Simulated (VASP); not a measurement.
# Ni: single point with PBEsol

Ni:

```
Ni
1.0
    -1.38372    1.38372    1.38372
     1.38372   -1.38372    1.38372
     1.38372    1.38372   -1.38372
Ni
1
Direct
  0.00000 0.00000 0.00000
```

```yaml
Program: VASP 6.6.1
Task: single point
Functional: PBEsol
Potentials_or_basis: VASP PAW PBE potentials, release 64 (Ni)
Cutoff: 600 eV
k_mesh: 8 × 8 × 8
Occupations: gaussian, width 0.1 eV
Spin: collinear spin, ferromagnetic start
Starting_moments: "[1.0] μB"
```

```yaml
Pressure: -2.5 GPa
Net_moment: 0.55 μB per cell
Site_moments: Ni +0.56 μB
Valence_electrons_inside_the_program's_atomic_spheres: Ni 9.37
```

Levels at points of the mesh, in eV from the Fermi level:
Spin up:
| k point | band 1 | band 2 | band 3 | band 4 | band 5 | band 6 | band 7 | band 8 | band 9 | band 10 |
| --- | --- | --- | --- | --- | --- | --- | --- | --- | --- | --- |
| (0.00, 0.00, 0.00) | -9.13 | -2.36 | -2.36 | -2.36 | -0.86 | -0.86 | 26.69 | 26.69 | 26.69 | 31.76 |
| (0.50, 0.00, 0.00) | -4.77 | -3.31 | -0.95 | -0.69 | -0.01 | 0.18 | 6.66 | 19.30 | 20.35 | 24.13 |
| (0.50, 0.50, 0.50) | -4.32 | -4.32 | -0.25 | -0.25 | -0.25 | 9.87 | 9.87 | 9.87 | 15.91 | 15.91 |
Spin down:
```
           k point  band 2  band 3  band 4  band 5  band 6  band 7  band 8  band 9
(0.00, 0.00, 0.00)   -1.69   -1.69   -1.69   -0.39   -0.39   26.62   26.62   26.62
(0.50, 0.00, 0.00)   -2.71   -0.40   -0.22    0.18    0.75    7.02   19.26   20.46
(0.50, 0.50, 0.50)   -4.01    0.51    0.51    0.51    9.93    9.93    9.93   16.04
```

It took 15 s on 1 thread of Intel(R) Xeon(R) Platinum 8259CL CPU @ 2.50GHz (Skylake/Cascade Lake), on a shared host, peak memory 0.13 GiB.

Caveat: the k points lie up to 0.40 Å⁻¹ apart; the PAW data sets were made with another functional, which shifts forces and pressure a little.
